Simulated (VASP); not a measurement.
# Ti in VASP: notebook

Aim: see how the results for Ti move with the level of theory and the settings. Levels: r2SCAN50, PBE. Tasks: single point.

All numbers are computed with VASP 6.6.1; they aren't measurements. Logs are shortened: lines on timing, memory, paths and dates and some standing lists are left out, and cuts for length are marked.

### Step 1. The cell of the first run

It takes space group P6_3/mmc (No. 194, hexagonal). Conventional cell: a = 2.970 Å, b = 2.970 Å, c = 4.711 Å, α = 90.00°, β = 90.00°, γ = 120.00°. Ti (site symmetry -6m2) has 12 Ti at 2.91 to 2.97 Å within 3.8 Å.

### Step 2. Single point, r2SCAN50

Contents of POSCAR:

```
Ti
1.0
    2.9695369932      0.0000000000      0.0000000000
   -1.4847684966      2.5716944736      0.0000000000
    0.0000000000      0.0000000000      4.7109942807
Ti
2
Direct
    0.6666666667      0.3333333333      0.7500000000
    0.3333333333      0.6666666667      0.2500000000
```

Contents of INCAR.step1:

```
  ALGO = Normal
  EDIFF = 1E-5
  ENCUT = 520
  GGA = PE
  ISIF = 2
  ISMEAR = -1
  LASPH = T
  LREAL = F
  LWAVE = T
  NBANDS = 19
  NELM = 100
  PREC = Accurate
  SIGMA = 0.05
```

Contents of INCAR.step2:

```
  AEXX = 0.5
  ALGO = Normal
  EDIFF = 1E-6
  ENCUT = 520
  ISIF = 2
  ISMEAR = -1
  ISTART = 1
  LASPH = T
  LCHARG = T
  LELF = T
  LHFCALC = T
  LMIXTAU = T
  LREAL = F
  LVHAR = T
  LWAVE = F
  METAGGA = R2SCAN
  NBANDS = 19
  NELM = 100
  PREC = Accurate
  PRECFOCK = Normal
  SIGMA = 0.05
```

Contents of KPOINTS:

```
k-points
0
Gamma
  5 5 3
```

Potentials or basis: VASP PAW PBE potentials, release 64 (Ti_sv).

On the command line:

```
$ cat potpaw_PBE.64/Ti_sv/POTCAR > POTCAR
$ cp INCAR.step1 INCAR
$ mpirun -np 1 vasp_std > vasp.out
$ cp INCAR.step2 INCAR
$ mpirun -np 1 vasp_std > vasp.out
```

OUTCAR:

```text
AEXX = 0.5
   EDIFF = 1E-6
   ENCUT = 520
   ISIF = 2
   ISMEAR = -1
   ISTART = 1
   LASPH = T
   LHFCALC = T
   LREAL = F
   METAGGA = R2SCAN
   NELM = 100
   PREC = Accurate
   PRECFOCK = Normal

 ion  position               nearest neighbor table
   1  0.667  0.333  0.750-   2 2.91   2 2.91   2 2.91   2 2.91   2 2.91   2 2.91
   2  0.333  0.667  0.250-   1 2.91   1 2.91   1 2.91   1 2.91   1 2.91   1 2.91

  LATTYP: Found a hexagonal cell.
 ALAT       =     2.9695369932
 C/A-ratio  =     1.5864406780

  Lattice vectors:

 A1 = (   2.9695369932,   0.0000000000,   0.0000000000)
 A2 = (  -1.4847684966,   2.5716944736,   0.0000000000)
 A3 = (   0.0000000000,   0.0000000000,   4.7109942807)

Analysis of symmetry for initial positions (statically):
=====================================================================
 Subroutine PRICEL returns:
 Original cell was already a primitive cell.

 Routine SETGRP: Setting up the symmetry group for a
 hexagonal supercell.

 Subroutine GETGRP returns: Found 24 space group operations
 (whereof 12 operations were pure point group operations)
 out of a pool of 24 trial point group operations.

The static configuration has the point symmetry D_3d.
 The point group associated with its full space group is D_6h.

Analysis of symmetry for dynamics (positions and initial velocities):
=====================================================================
 Subroutine PRICEL returns:
 Original cell was already a primitive cell.

 Routine SETGRP: Setting up the symmetry group for a
 hexagonal supercell.

 Subroutine GETGRP returns: Found 24 space group operations
 (whereof 12 operations were pure point group operations)
 out of a pool of 24 trial point group operations.

The dynamic configuration has the point symmetry D_3d.
 The point group associated with its full space group is D_6h.

 Subroutine INISYM returns: Found 24 space group operations
 (whereof 12 operations are pure point group operations),
 and found     1 'primitive' translations

----------------------------------------------------------------------------------------

                                     Primitive cell

  volume of cell :      35.9766

  direct lattice vectors                    reciprocal lattice vectors
     2.969536993  0.000000000  0.000000000     0.336752835  0.194424340  0.000000000
    -1.484768497  2.571694474  0.000000000     0.000000000  0.388848679  0.000000000
     0.000000000  0.000000000  4.710994281     0.000000000  0.000000000  0.212269415

  length of vectors
     2.969536993  2.969536993  4.710994281     0.388848679  0.388848679  0.212269415

  position of ions in fractional coordinates (direct lattice)
     0.666666667  0.333333333  0.750000000
     0.333333333  0.666666667  0.250000000

  ion indices of the primitive-cell ions
   primitive index   ion index
                 1           1
                 2           2

----------------------------------------------------------------------------------------

 KPOINTS: k-points

Automatic generation of k-mesh.
 Grid dimensions read from file:
 generate k-points for:    5    5    3

 Generating k-lattice:

  Cartesian coordinates                     Fractional coordinates (reciprocal lattice)
     0.067350567  0.038884868  0.000000000     0.200000000  0.000000000  0.000000000
     0.000000000  0.077769736  0.000000000     0.000000000  0.200000000  0.000000000
     0.000000000  0.000000000  0.070756472     0.000000000  0.000000000  0.333333333

  Length of vectors
     0.077769736  0.077769736  0.070756472

  Shift w.r.t. Gamma in fractional coordinates (k-lattice)
     0.000000000  0.000000000  0.000000000

 Subroutine IBZKPT returns following result:
 ===========================================

 Found     10 irreducible k-points:

 Following reciprocal coordinates:
            Coordinates               Weight
  0.000000  0.000000  0.000000      1.000000
  0.200000  0.000000  0.000000      6.000000
  0.400000 -0.000000  0.000000      6.000000
  0.200000  0.200000  0.000000      6.000000
  0.400000  0.200000  0.000000      6.000000
  0.000000  0.000000  0.333333      2.000000
  0.200000  0.000000  0.333333     12.000000
  0.400000 -0.000000  0.333333     12.000000
  0.200000  0.200000  0.333333     12.000000
  0.400000  0.200000  0.333333     12.000000
   k-points           NKPTS =     10   k-points in BZ     NKDIM =     75   number of bands    NBANDS=     19
   number of dos      NEDOS =    301   number of ions     NIONS =      2
   total plane-waves  NPLWV =  20736
   dimension x,y,z NGX =    24 NGY =   24 NGZ =   36
   dimension x,y,z NGXF=    48 NGYF=   48 NGZF=   72
   ions per type =               2
   NGX,Y,Z   is equivalent  to a cutoff of  13.44, 13.44, 12.70 a.u.
   NGXF,Y,Z  is equivalent  to a cutoff of  26.87, 26.87, 25.41 a.u.
 SYSTEM =  unknown system
   PREC   = accura    normal or accurate (medium, high low for compatibility)
   ISTART =      1    job   : 0-new  1-cont  2-samecut
   ICHARG =      0    charge: 1-file 2-atom 10-const
   ISPIN  =      1    spin polarized calculation?
   LNONCOLLINEAR =      F non collinear calculations
   LSORBIT =      F    spin-orbit coupling
   LASPH  =      T    aspherical Exc in radial PAW
   ENCUT  =  520.0 eV  38.22 Ry    6.18 a.u.   5.52  5.52  8.76*2*pi/ulx,y,z
   NELM   =    100;   NELMIN=  2; NELMDL=  0     # of ELM steps
   EDIFF  = 0.1E-05   stopping-criterion for ELM
   LREAL  =      F    real-space projection
   EDIFFG = 0.1E-04   stopping-criterion for IOM
   NSW    =      0    number of steps for IOM
   IBRION =     -1    ionic relax: 0-MD 1-quasi-New 2-CG
   NFREE  =      0    steps in history (QN), initial steepest desc. (CG)
   ISIF   =      2    stress and relaxation
   ISYM   =      3    0-nonsym 1-usesym 2-fastsym
   POTIM  = 0.5000    time-step for ionic-motion
   TEBEG  =    0.0;   TEEND  =   0.0 temperature during run
   PSTRESS=    0.0 pullay stress
   NELECT =      24.0000    total number of electrons
   NUPDOWN=      -1.0000    fix difference up-down
   EMIN   =  10.00;   EMAX   =-10.00  energy-range for DOS
   EFERMI =   0.00;   METHOD = LEGACY
   ISMEAR =    -1;   SIGMA  =   0.05  broadening in eV -4-tet -1-fermi 0-gaus
   EFERMI_NEDOS =   21; number of points for ismear=-14 and -15
   IALGO  =     38    algorithm
   IMIX   =      1    mixing-type and parameters
     AMIX     =   0.40;   BMIX     =  1.00
     AMIX_MAG =   1.60;   BMIX_MAG =  1.00
  volume/ion in A,a.u.               =      17.99       121.39
  Fermi-wavevector in a.u.,A,eV,Ry     =   1.430447  2.703152 27.839939  2.046178
  Thomas-Fermi vector in A             =   2.550291
   LORBIT       =      0    0 simple, 1 ext, 2 COOP (PROOUT), +10 PAW based schemes
   METAGGA = R2SCAN    functional components
   LHFCALC =     T    Hartree Fock is set to
   PRECFOCK=normal    Normal, Fast or Accurate (Low or Medium for compatibility)
   ENCUT4O =  -1.0   cutoff for four orbital integrals eV
   NKREDX  =     1    reduce k-point grid by
   NKREDY  =     1    reduce k-point grid by
   NKREDZ  =     1    reduce k-point grid by
   AEXX    =    0.5000 exact exchange contribution
   HFSCREEN=    0.0000 screening length (either q_TF or 0.3 A-1)
   HFSCREENC=   0.0000 screening length for correlation (either q_TF or 0.3 A-1)
   ENCUTFOCK=  -1.0 apply spherical cutoff to Coloumb kernel
   IVDW    =     0    specifies the selected vdW correction
   LEPSILON=     F    determine dielectric tensor
   LRPA    =     F    only Hartree local field effects (RPA)
 non-spin polarized calculation
  energy-cutoff  :      520.00
  volume of cell :       35.98
 maximum number of plane-waves:       991
 NGX is ok and might be reduce to    24
  NGX = 18; NGY = 18; NGZ = 28

 number of electron      24.0000002 magnetization

 Free energy of the ion-electron system (eV)
  ---------------------------------------------------
  ext. energy  EPLUGINS =         0.00000000
  ---------------------------------------------------
  free energy    TOTEN  =       -32.08657589 eV

  energy without entropy =      -32.07756692  energy(sigma->0) =      -32.08207140

 E-fermi :   8.6916     XC(G=0):  -6.7325

 val. band max:        7.8890981535   @ k =   0.4000   0.2000   0.3333
 cond. band min:       8.7465423022   @ k =   0.2000   0.0000   0.3333
 fundamental gap:      0.8574441487
 Fermi energy:         8.6915911187

 k-point     1 :       0.0000    0.0000    0.0000
  band No.  band energies     occupation
      1     -60.3903      2.00000
      2     -60.2520      2.00000
      3     -33.3060      2.00000
      4     -32.6156      2.00000
      5     -32.6156      2.00000
      6     -32.5549      2.00000
[... 11 lines left out ...]
     18      12.2225      0.00000
     19      13.7774      0.00000

 k-point     2 :       0.2000    0.0000    0.0000
  band No.  band energies     occupation
      1     -60.3534      2.00000
      2     -60.2390      2.00000
      3     -33.2082      2.00000
      4     -32.7896      2.00000
      5     -32.6962      2.00000
      6     -32.6632      2.00000
[... 11 lines left out ...]
     18      12.1726      0.00000
     19      14.1459      0.00000

 k-point     3 :       0.4000   -0.0000    0.0000
  band No.  band energies     occupation
      1     -60.2848      2.00000
      2     -60.2262      2.00000
      3     -33.0927      2.00000
      4     -33.0059      2.00000
      5     -32.9482      2.00000
      6     -32.7354      2.00000
[... 11 lines left out ...]
     18      13.7086      0.00000
     19      14.4120      0.00000

 k-point     4 :       0.2000    0.2000    0.0000
  band No.  band energies     occupation
      1     -60.2998      2.00000
      2     -60.2267      2.00000
      3     -33.0555      2.00000
      4     -32.9520      2.00000
      5     -32.9204      2.00000
      6     -32.7324      2.00000
[... 99 lines left out ...]
     18      13.6097      0.00000
     19      13.9783      0.00000

 k-point     9 :       0.2000    0.2000    0.3333
  band No.  band energies     occupation
      1     -60.2814      2.00000
      2     -60.2449      2.00000
      3     -33.1113      2.00000
      4     -33.0289      2.00000
      5     -32.7715      2.00000
      6     -32.7638      2.00000
[... 11 lines left out ...]
     18      13.6716      0.00000
     19      14.1634      0.00000

 k-point    10 :       0.4000    0.2000    0.3333
  band No.  band energies     occupation
      1     -60.2492      2.00000
      2     -60.2359      2.00000
      3     -33.1491      2.00000
      4     -33.0919      2.00000
      5     -32.8789      2.00000
      6     -32.7707      2.00000
[... 11 lines left out ...]
     18      13.8927      0.00000
     19      15.5040      0.00000

------------------------ aborting loop because EDIFF is reached ----------------------------------------

  FORCE on cell =-STRESS in cart. coord.  units (eV):
  Direction    XX          YY          ZZ          XY          YZ          ZX
  --------------------------------------------------------------------------------------
  -------------------------------------------------------------------------------------
  Total       -1.7042633     -1.7042633     -2.1356760     -0.0000000     -0.0000000      0.0000000
  in kB      -75.8973434    -75.8973434    -95.1097979     -0.0000000     -0.0000000      0.0000000
  external PRESSURE =     -82.3014949 kB  Pullay stress =       0.0000000 kB

 VOLUME and BASIS-vectors are now :
 -----------------------------------------------------------------------------
  energy-cutoff  :      520.00
  volume of cell :       35.98
      direct lattice vectors                 reciprocal lattice vectors
     2.969536993  0.000000000  0.000000000     0.336752835  0.194424340  0.000000000
    -1.484768497  2.571694474  0.000000000     0.000000000  0.388848679  0.000000000
     0.000000000  0.000000000  4.710994281     0.000000000  0.000000000  0.212269415

 POSITION                                       TOTAL-FORCE (eV/Angst)
 -----------------------------------------------------------------------------------
      1.48477      0.85723      3.53325         0.000000     -0.000000     -0.000000
     -0.00000      1.71446      1.17775        -0.000000      0.000000      0.000000
 -----------------------------------------------------------------------------------
    total drift:                               -0.000001      0.000000      0.000002

  FREE ENERGIE OF THE ION-ELECTRON SYSTEM (eV)
  ---------------------------------------------------
  free  energy   TOTEN  =       -32.0865758898 eV

  energy  without entropy=      -32.0775669157  energy(sigma->0) =      -32.08207140
```

It took 44 min on 1 thread of AMD EPYC 7R43 (Zen 3), shared host; peak memory 0.13 GiB.

Results:

| Property | Result |
| --- | --- |
| Free energy | -32.0866 eV |
| Pressure | -8.2 GPa |
| Band gap on the k mesh | zero (bands 12 and 13 overlap by 2.63 eV) |

Stress tensor (GPa, compression positive):
```
-7.59  0.00  0.00
 0.00 -7.59  0.00
 0.00  0.00 -9.51
```

Caveat: the k points lie up to 0.49 Å⁻¹ apart, too coarse for converged energies and pressures of a metal; the PAW data sets were made with another functional, which shifts forces and pressure a little.

### Step 3. Single point, r2SCAN50

This run uses another cell than the first one, of 18.34 Å³/atom.

Contents of POSCAR:

```
Ti
1.0
    2.9888202413      0.0000000000      0.0000000000
   -1.4944101206      2.5883942563      0.0000000000
    0.0000000000      0.0000000000      4.7415860099
Ti
2
Direct
    0.6666666667      0.3333333333      0.7500000000
    0.3333333333      0.6666666667      0.2500000000
```

Edit INCAR.step1 of step 2 so:

```diff
@@ -10,3 +10,3 @@
   NBANDS = 19
-  NELM = 100
+  NELM = 60
   PREC = Accurate
```

Edit INCAR.step2 of step 2 so:

```diff
@@ -17,3 +17,3 @@
   NBANDS = 19
-  NELM = 100
+  NELM = 60
   PREC = Accurate
```

KPOINTS is that of step 2.

Potentials or basis: VASP PAW PBE potentials, release 64 (Ti_sv).

On the command line:

```
$ cat potpaw_PBE.64/Ti_sv/POTCAR > POTCAR
$ cp INCAR.step1 INCAR
$ mpirun -np 1 vasp_std > vasp.out
$ cp INCAR.step2 INCAR
$ mpirun -np 1 vasp_std > vasp.out
```

Run time: 27 min. Hardware: 1 thread of AMD EPYC 7R43 (Zen 3), shared host; peak memory 0.13 GiB.

Results (log left out):

- Free energy: -32.0463 eV
- Pressure: -10.4 GPa
- Band gap on the k mesh: zero (bands 12 and 13 overlap by 2.59 eV)

Stress tensor (GPa, compression positive):
```
 -9.77   0.00   0.00
  0.00  -9.77   0.00
  0.00   0.00 -11.70
```

Levels at points of the mesh, in eV from the Fermi level:
```csv
k point,band 8,band 9,band 10,band 11,band 12,band 13,band 14,band 15,band 16,band 17
"(0.00, 0.00, 0.00)",-41.29,-10.27,-5.24,-1.87,1.79,1.79,2.16,2.68,2.68,3.47
```

Caveat: the k points lie up to 0.49 Å⁻¹ apart, too coarse for converged energies and pressures of a metal; the PAW data sets were made with another functional, which shifts forces and pressure a little.

### Step 4. Single point, PBE (atoms moved at random)

Contents of INCAR:

```
SYSTEM = Ti
ALGO     = Normal         ! electronic algorithm
EDIFF    = 1E-7           ! SCF threshold, eV
ENCUT    = 400            ! plane-wave cutoff, eV
ISIF     = 2              ! what is computed and relaxed
ISMEAR   = 1              ! smearing method
LASPH    = .True.         ! aspherical terms in the spheres
LCHARG   = .False.        ! write CHGCAR
LREAL    = .False.        ! projectors in reciprocal space
LWAVE    = .False.        ! write WAVECAR
NELM     = 100            ! most SCF steps
PREC     = Accurate       ! precision mode
SIGMA    = 0.1            ! smearing width, eV
```

Contents of KPOINTS:

```
k-points
0
Gamma
  9 9 5
```

Contents of POSCAR:

```
Ti
1.0
    2.9500000000      0.0000000000      0.0000000000
   -1.4750000000      2.5547749412      0.0000000000
    0.0000000000      0.0000000000      4.6800000000
Ti
2
Direct
    0.6657500000      0.3264530000      0.7523150000
    0.3278420000      0.6701450000      0.2520540000
```

On the command line:

```
$ cat potpaw_PBE.64/Ti_sv/POTCAR > POTCAR
$ mpirun -np 1 vasp_std > vasp.out
```

Wall time 79 s (1 thread of Intel Xeon Platinum 8375C at 2.90GHz (Ice Lake), shared host); peak memory 0.18 GiB.

It converged, with:

| Item | Value |
| --- | --- |
| Free energy | -15.6536 eV |
| Pressure | -2.6 GPa |
| Largest force | 0.054 eV/Å |
| Band gap on the k mesh | zero (bands 12 and 13 overlap by 1.06 eV) |

Forces in eV/Å, atoms in the order of the input:
```
Ti  -0.039  0.037 -0.003
Ti   0.039 -0.037  0.003
```

Stress tensor (GPa, compression positive):
```
-2.70  0.37  0.00
 0.37 -2.00  0.00
 0.00  0.00 -3.24
```

Levels at points of the mesh, in eV from the Fermi level:
```tsv
k point	band 10	band 11	band 12	band 13	band 14	band 15
(0.00, 0.00, 0.00)	-2.68	0.67	0.72	0.75	0.81	1.20
```

Caveat: the cell differs from its parent crystal (atoms moved at random).

### Step 5. Summary

| level | cell | k mesh | cutoff (eV) | smearing | dipole correction | grid for exact exchange (PRECFOCK) | share of exact exchange | gap on the mesh (eV) | pressure (GPa) |
| --- | --- | --- | --- | --- | --- | --- | --- | --- | --- |
| r2SCAN50 | a = 2.970, b = 2.970, c = 4.711 Å, angles 90.0, 90.0, 120.0°, 2 atoms, atomic positions A | 5 × 5 × 3 | 520 | fermi-dirac 0.05 eV | no | Normal | 0.5 | none | -8.2 |
| r2SCAN50 | a = 2.989, b = 2.989, c = 4.742 Å, angles 90.0, 90.0, 120.0°, 2 atoms, atomic positions A | 5 × 5 × 3 | 520 | fermi-dirac 0.05 eV | no | Normal | 0.5 | none | -10.4 |
| PBE | a = 2.950, b = 2.950, c = 4.680 Å, angles 90.0, 90.0, 120.0°, 2 atoms, atomic positions B | 9 × 9 × 5 | 400 | methfessel-paxton 0.1 eV | - | - | - | none | -2.6 |

Alike in all rows: task single point; potentials or basis VASP PAW PBE potentials, release 64 (Ti_sv); no spin polarisation.

Caveats: some runs use coarse meshes; the PAW data sets were made with another functional, which shifts forces and pressure a little (at least some runs).

Absolute energies hang on the potentials; compare differences alone.

The gap in the log of VASP goes by the Fermi energy; the results here count the filled bands.